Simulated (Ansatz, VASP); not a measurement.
# Two plane-wave programs on Co

```
Co
1.0
     3.58630    1.79315    1.79315
     1.79315    3.58630    1.79315
     1.79315    1.79315    3.58630
Co
2
Direct
  0.00000 0.00000 0.00000
  0.50000 0.50000 0.50000
```

Change from the starting cell: parallel moments scaled by 0.2, plain SCF.

Alike in both runs: task single point; functional PBE; k mesh 13 × 13 × 13; occupations fermi-dirac, width 0.1 eV; collinear spin.

|  | VASP | Ansatz |
| --- | --- | --- |
| version | VASP 6.6.1 | Ansatz 0.2.0 |
| potentials or method | VASP PAW PBE potentials, release 64 (Co), cutoff 520 eV | PAW, plane waves, scalar-relativistic |
| valence electrons in the cell | 18 | 34 |

|  | VASP | Ansatz | Ansatz less VASP |
| --- | --- | --- | --- |
| pressure (GPa) | -10.6 | -10.2 | +0.43 |
| traceless stress, the component that is largest in VASP (GPa) | 0.11 | 0.11 | -0.002 |
| net moment per atom (μB) | 1.67 | 1.68 | +0.011 |
| size of the moment on the site where the two differ most (μB) | 1.70 | 1.75 | +0.056 |

Site moments also hang on the region over which each program counts them. The functional is the same, so the differences come from potentials, cutoffs and numerics. VASP's potentials hold 18 valence electrons a cell and Ansatz's 34, so a difference there can come from the potentials and not from the codes.
